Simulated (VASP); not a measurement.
# Zn3Se2S (Cmc2_1) in VASP: single point with PBE

Aim: the single point of Zn3Se2S with PBE.

All numbers are computed with VASP 6.6.1; they aren't measurements. Logs are shortened: lines on timing, memory, paths and dates and some standing lists are left out, and cuts for length are marked.

### 1 The cell of the first run

The structure is orthorhombic, space group Cmc2_1 (No. 36). Conventional cell: a = 11.943 Å, b = 6.890 Å, c = 6.527 Å, α = 90.00°, β = 90.00°, γ = 90.00°. Zn (site symmetry 1) has 1 S at 2.36 Å and 3 Se at 2.48 Å within 3.1 Å. Within 3.1 Å of Zn (site symmetry m) lie 2 S at 2.37 Å and 2 Se at 2.48 Å. Within 3.3 Å of Se (site symmetry 1) lie 4 Zn at 2.48 Å. Within 3.1 Å of S (site symmetry m) lie 4 Zn at 2.36 to 2.37 Å.

### 2 Single point, PBE

INCAR reads:

```
PREC     = Accurate       # precision mode
ENCUT    = 520            # plane-wave cutoff, eV
EDIFF    = 1E-6           # SCF threshold, eV
ISMEAR   = 0              # smearing method
SIGMA    = 0.02           # smearing width, eV
LREAL    = False          # projectors in reciprocal space
LASPH    = True           # aspherical terms in the spheres
NELM     = 80             # most SCF steps
ALGO     = Normal         # electronic algorithm
ISIF     = 2              # what is computed and relaxed
LWAVE    = False          # write WAVECAR
LCHARG   = False          # write CHGCAR
GGA      = PE             # functional
NBANDS   = 66             # bands
```

KPOINTS reads:

```
Automatic mesh
0
Gamma
  6 6 4
```

POSCAR reads:

```
Zn3Se2S
1.0
    5.9712693575     -3.4450323786      0.0000000000
    5.9712693575      3.4450323786      0.0000000000
    0.0000000000      0.0000000000      6.5274589012
Zn Se S
6 4 2
Direct
    0.1663061831      0.5121539670      0.9996459111
    0.8445005595      0.1554994405      0.0165594138
    0.4878460330      0.8336938169      0.9996459111
    0.5121539670      0.1663061831      0.4996459111
    0.1554994405      0.8445005595      0.5165594138
    0.8336938169      0.4878460330      0.4996459111
    0.1667936607      0.5034356455      0.3795046622
    0.4965643545      0.8332063393      0.3795046622
    0.5034356455      0.1667936607      0.8795046622
    0.8332063393      0.4965643545      0.8795046622
    0.8374606517      0.1625393483      0.3801394096
    0.1625393483      0.8374606517      0.8801394096
```

Potentials or basis: VASP PAW PBE potentials, release 64 (Zn, Se, S).

Launch:

```bash
> cat potpaw_PBE.64/Zn/POTCAR potpaw_PBE.64/Se/POTCAR potpaw_PBE.64/S/POTCAR > POTCAR
> mpirun -np 1 vasp_std > vasp.out
```

OUTCAR:

```text
PREC = Accurate
   ENCUT = 520
   EDIFF = 1E-6
   ISMEAR = 0
   LREAL = False
   LASPH = True
   NELM = 80
   ISIF = 2
   GGA = PE

 ion  position               nearest neighbor table
   1  0.166  0.512  1.000-  12 2.36   9 2.48  10 2.48   7 2.48
   2  0.845  0.155  0.017-  12 2.37  11 2.37   9 2.48  10 2.48
   3  0.488  0.834  1.000-  12 2.36  10 2.48   9 2.48   8 2.48
   4  0.512  0.166  0.500-  11 2.36   7 2.48   8 2.48   9 2.48
   5  0.155  0.845  0.517-  11 2.37  12 2.37   7 2.48   8 2.48
   6  0.834  0.488  0.500-  11 2.36   8 2.48   7 2.48  10 2.48
   7  0.167  0.503  0.380-   4 2.48   6 2.48   1 2.48   5 2.48
   8  0.497  0.833  0.380-   6 2.48   4 2.48   3 2.48   5 2.48
   9  0.503  0.167  0.880-   1 2.48   3 2.48   4 2.48   2 2.48
  10  0.833  0.497  0.880-   3 2.48   1 2.48   6 2.48   2 2.48
  11  0.837  0.163  0.380-   4 2.36   6 2.36   5 2.37   2 2.37
  12  0.163  0.837  0.880-   1 2.36   3 2.36   2 2.37   5 2.37

  LATTYP: Found a base centered orthorhombic cell.
 ALAT       =     6.8900647572
 B/A-ratio  =     1.7332984719
 C/A-ratio  =     0.9473726491

  Lattice vectors:

 A1 = (  -5.9712693575,  -3.4450323786,   0.0000000000)
 A2 = (   5.9712693575,  -3.4450323786,   0.0000000000)
 A3 = (   0.0000000000,   0.0000000000,   6.5274589012)

Analysis of symmetry for initial positions (statically):
=====================================================================
 Subroutine PRICEL returns:
 Original cell was already a primitive cell.

 Routine SETGRP: Setting up the symmetry group for a
 base centered orthorhombic supercell.

 Subroutine GETGRP returns: Found  4 space group operations
 (whereof  2 operations were pure point group operations)
 out of a pool of  8 trial point group operations.

The static configuration has the point symmetry C_1h.
 The point group associated with its full space group is C_2v.

Analysis of symmetry for dynamics (positions and initial velocities):
=====================================================================
 Subroutine PRICEL returns:
 Original cell was already a primitive cell.

 Routine SETGRP: Setting up the symmetry group for a
 base centered orthorhombic supercell.

 Subroutine GETGRP returns: Found  4 space group operations
 (whereof  2 operations were pure point group operations)
 out of a pool of  8 trial point group operations.

The dynamic configuration has the point symmetry C_1h.
 The point group associated with its full space group is C_2v.

 Subroutine INISYM returns: Found  4 space group operations
 (whereof  2 operations are pure point group operations),
 and found     1 'primitive' translations

----------------------------------------------------------------------------------------

                                     Primitive cell

  volume of cell :     268.5555

  direct lattice vectors                    reciprocal lattice vectors
     5.971269357 -3.445032379  0.000000000     0.083734290 -0.145136517  0.000000000
     5.971269357  3.445032379  0.000000000     0.083734290  0.145136517  0.000000000
     0.000000000  0.000000000  6.527458901     0.000000000  0.000000000  0.153198973

  length of vectors
     6.893787481  6.893787481  6.527458901     0.167559064  0.167559064  0.153198973

  position of ions in fractional coordinates (direct lattice)
     0.166306183  0.512153967  0.999645911
     0.844500559  0.155499441  0.016559414
     0.487846033  0.833693817  0.999645911
     0.512153967  0.166306183  0.499645911
     0.155499441  0.844500559  0.516559414
     0.833693817  0.487846033  0.499645911
     0.166793661  0.503435645  0.379504662
     0.496564355  0.833206339  0.379504662
     0.503435645  0.166793661  0.879504662
     0.833206339  0.496564355  0.879504662
     0.837460652  0.162539348  0.380139410
     0.162539348  0.837460652  0.880139410

  ion indices of the primitive-cell ions
   primitive index   ion index
                 1           1
                 2           2
                 3           3
                 4           4
                 5           5
                 6           6
                 7           7
                 8           8
                 9           9
                10          10
                11          11
                12          12

----------------------------------------------------------------------------------------

 KPOINTS: Automatic mesh

Automatic generation of k-mesh.
 Grid dimensions read from file:
 generate k-points for:    6    6    4

 Generating k-lattice:

  Cartesian coordinates                     Fractional coordinates (reciprocal lattice)
     0.013955715 -0.024189419  0.000000000     0.166666667  0.000000000  0.000000000
     0.013955715  0.024189419  0.000000000     0.000000000  0.166666667  0.000000000
     0.000000000  0.000000000  0.038299743     0.000000000  0.000000000  0.250000000

  Length of vectors
     0.027926511  0.027926511  0.038299743

  Shift w.r.t. Gamma in fractional coordinates (k-lattice)
     0.000000000  0.000000000  0.000000000

 Subroutine IBZKPT returns following result:
 ===========================================

 Found     39 irreducible k-points:

 Following reciprocal coordinates:
            Coordinates               Weight
  0.000000  0.000000  0.000000      1.000000
  0.166667  0.000000  0.000000      4.000000
  0.333333  0.000000  0.000000      4.000000
  0.500000  0.000000  0.000000      2.000000
  0.166667  0.166667  0.000000      2.000000
  0.333333  0.166667  0.000000      4.000000
[... 16 lines left out ...]
  0.333333  0.333333  0.250000      4.000000
  0.500000  0.333333  0.250000      8.000000
 [... further k-points ...]
   k-points           NKPTS =     39   k-points in BZ     NKDIM =     39   number of bands    NBANDS=     66
   number of dos      NEDOS =    301   number of ions     NIONS =     12
   total plane-waves  NPLWV = 145800
   dimension x,y,z NGX =    54 NGY =   54 NGZ =   50
   dimension x,y,z NGXF=   108 NGYF=  108 NGZF=  100
   ions per type =               6   4   2
   NGX,Y,Z   is equivalent  to a cutoff of  13.02, 13.02, 12.73 a.u.
   NGXF,Y,Z  is equivalent  to a cutoff of  26.04, 26.04, 25.47 a.u.
 SYSTEM =  unknown system
   PREC   = accura    normal or accurate (medium, high low for compatibility)
   ISTART =      0    job   : 0-new  1-cont  2-samecut
   ICHARG =      2    charge: 1-file 2-atom 10-const
   ISPIN  =      1    spin polarized calculation?
   LNONCOLLINEAR =      F non collinear calculations
   LSORBIT =      F    spin-orbit coupling
   LASPH  =      T    aspherical Exc in radial PAW
   ENCUT  =  520.0 eV  38.22 Ry    6.18 a.u.  12.82 12.82 12.14*2*pi/ulx,y,z
   NELM   =     80;   NELMIN=  2; NELMDL= -5     # of ELM steps
   EDIFF  = 0.1E-05   stopping-criterion for ELM
   LREAL  =      F    real-space projection
   EDIFFG = 0.1E-04   stopping-criterion for IOM
   NSW    =      0    number of steps for IOM
   IBRION =     -1    ionic relax: 0-MD 1-quasi-New 2-CG
   NFREE  =      0    steps in history (QN), initial steepest desc. (CG)
   ISIF   =      2    stress and relaxation
   ISYM   =      2    0-nonsym 1-usesym 2-fastsym
   POTIM  = 0.5000    time-step for ionic-motion
   TEBEG  =    0.0;   TEEND  =   0.0 temperature during run
   PSTRESS=    0.0 pullay stress
   NELECT =     108.0000    total number of electrons
   NUPDOWN=      -1.0000    fix difference up-down
   EMIN   =  10.00;   EMAX   =-10.00  energy-range for DOS
   EFERMI =   0.00;   METHOD = LEGACY
   ISMEAR =     0;   SIGMA  =   0.02  broadening in eV -4-tet -1-fermi 0-gaus
   EFERMI_NEDOS =   21; number of points for ismear=-14 and -15
   IALGO  =     38    algorithm
   IMIX   =      4    mixing-type and parameters
     AMIX     =   0.40;   BMIX     =  1.00
     AMIX_MAG =   1.60;   BMIX_MAG =  1.00
  volume/ion in A,a.u.               =      22.38       151.03
  Fermi-wavevector in a.u.,A,eV,Ry     =   1.208383  2.283513 19.867094  1.460190
  Thomas-Fermi vector in A             =   2.343993
   LORBIT       =      0    0 simple, 1 ext, 2 COOP (PROOUT), +10 PAW based schemes
   GGA     = PE    functional components
   LHFCALC =     F    Hartree Fock is set to
   AEXX    =    0.0000 exact exchange contribution
   IVDW    =     0    specifies the selected vdW correction
   LEPSILON=     F    determine dielectric tensor
   LRPA    =     F    only Hartree local field effects (RPA)
 non-spin polarized calculation
 Gauss-broadening in eV      SIGMA  =   0.02
  energy-cutoff  :      520.00
  volume of cell :      268.56
 maximum number of plane-waves:      7256
 NGX is ok and might be reduce to    54
   NGX = 25   NGY = 25   NGZ = 25

 number of electron     108.0000010 magnetization

 Free energy of the ion-electron system (eV)
  ---------------------------------------------------
  ext. energy  EPLUGINS =         0.00000000
  ---------------------------------------------------
  free energy    TOTEN  =       -37.73708847 eV

  energy without entropy =      -37.73708847  energy(sigma->0) =      -37.73708847

 E-fermi :   1.6273     XC(G=0):  -9.2823

 val. band max:        1.5335771070   @ k =   0.0000   0.0000   0.0000
 cond. band min:       3.0040412377   @ k =   0.0000   0.0000   0.0000
 fundamental gap:      1.4704641307
 Fermi energy:         1.6272989246

 k-point     1 :       0.0000    0.0000    0.0000
  band No.  band energies     occupation
      1     -11.5270      2.00000
      2     -10.7629      2.00000
      3     -10.5917      2.00000
      4     -10.5677      2.00000
      5     -10.4891      2.00000
      6     -10.4881      2.00000
[... 58 lines left out ...]
     65       7.7146      0.00000
     66       8.7859      0.00000

 k-point     2 :       0.1667    0.0000    0.0000
  band No.  band energies     occupation
      1     -11.4737      2.00000
      2     -10.7540      2.00000
      3     -10.6669      2.00000
      4     -10.6087      2.00000
      5     -10.5086      2.00000
      6     -10.4320      2.00000
[... 58 lines left out ...]
     65       7.8760      0.00000
     66       8.3179      0.00000

 k-point     3 :       0.3333    0.0000    0.0000
  band No.  band energies     occupation
      1     -11.3247      2.00000
      2     -10.8826      2.00000
      3     -10.7054      2.00000
      4     -10.6437      2.00000
      5     -10.4976      2.00000
      6     -10.4254      2.00000
[... 1438 lines left out ...]
     65       7.4631      0.00000
     66       7.5044      0.00000

 k-point    24 :       0.5000    0.3333    0.2500
  band No.  band energies     occupation
      1     -11.1165      2.00000
      2     -10.8883      2.00000
      3     -10.7892      2.00000
      4     -10.6672      2.00000
      5     -10.5432      2.00000
      6     -10.5088      2.00000
[... 58 lines left out ...]
     65       7.3329      0.00000
     66       7.3628      0.00000

 [... further k-points ...]
[... 5 lines left out ...]
  --------------------------------------------------------------------------------------
  -------------------------------------------------------------------------------------
  Total        0.2524085      0.2839817      0.3467309      0.0000000      0.0000000      0.0000000
  in kB        1.5058455      1.6942085      2.0685644      0.0000000      0.0000000      0.0000000
  external PRESSURE =       1.7562061 kB  Pullay stress =       0.0000000 kB

 VOLUME and BASIS-vectors are now :
 -----------------------------------------------------------------------------
  energy-cutoff  :      520.00
  volume of cell :      268.56
      direct lattice vectors                 reciprocal lattice vectors
     5.971269357 -3.445032379  0.000000000     0.083734290 -0.145136517  0.000000000
     5.971269357  3.445032379  0.000000000     0.083734290  0.145136517  0.000000000
     0.000000000  0.000000000  6.527458901     0.000000000  0.000000000  0.153198973

 POSITION                                       TOTAL-FORCE (eV/Angst)
 -----------------------------------------------------------------------------------
      4.05127      1.19146      6.52515         0.001463      0.000910     -0.005759
      5.97127     -2.37363      0.10809         0.000000     -0.001601      0.002058
      7.89127      1.19146      6.52515        -0.001463      0.000910     -0.005759
      4.05127     -1.19146      3.26142         0.001463     -0.000910     -0.005759
      5.97127      2.37363      3.37182         0.000000      0.001601      0.002058
      7.89127     -1.19146      3.26142        -0.001463     -0.000910     -0.005759
      4.00212      1.15974      2.47720        -0.001925     -0.000765      0.006124
      7.94042      1.15974      2.47720         0.001925     -0.000765      0.006124
      4.00212     -1.15974      5.74093        -0.001925      0.000765      0.006124
      7.94042     -1.15974      5.74093         0.001925      0.000765      0.006124
      5.97127     -2.32513      2.48134         0.000000      0.001040     -0.002789
      5.97127      2.32513      5.74507         0.000000     -0.001040     -0.002789
 -----------------------------------------------------------------------------------
    total drift:                                0.000000     -0.000000     -0.000638

  FREE ENERGIE OF THE ION-ELECTRON SYSTEM (eV)
  ---------------------------------------------------
  free  energy   TOTEN  =       -37.7370884654 eV

  energy  without entropy=      -37.7370884654  energy(sigma->0) =      -37.73708847
```

Wall time 29 min (1 thread of Oxide Virtual Turin-like, shared host); peak memory 0.69 GiB.

Results:

```
Free energy            : -37.7371 eV
Pressure               : 0.2 GPa
Largest force          : 0.006 eV/Å
Band gap on the k mesh : 1.47 eV
```

Forces on the atoms (eV/Å):
```
Zn   0.001  0.001 -0.006
Zn   0.000 -0.002  0.002
Zn  -0.001  0.001 -0.006
Zn   0.001 -0.001 -0.006
Zn   0.000  0.002  0.002
Zn  -0.001 -0.001 -0.006
Se  -0.002 -0.001  0.006
Se   0.002 -0.001  0.006
Se  -0.002  0.001  0.006
Se   0.002  0.001  0.006
S    0.000  0.001 -0.003
S    0.000 -0.001 -0.003
```
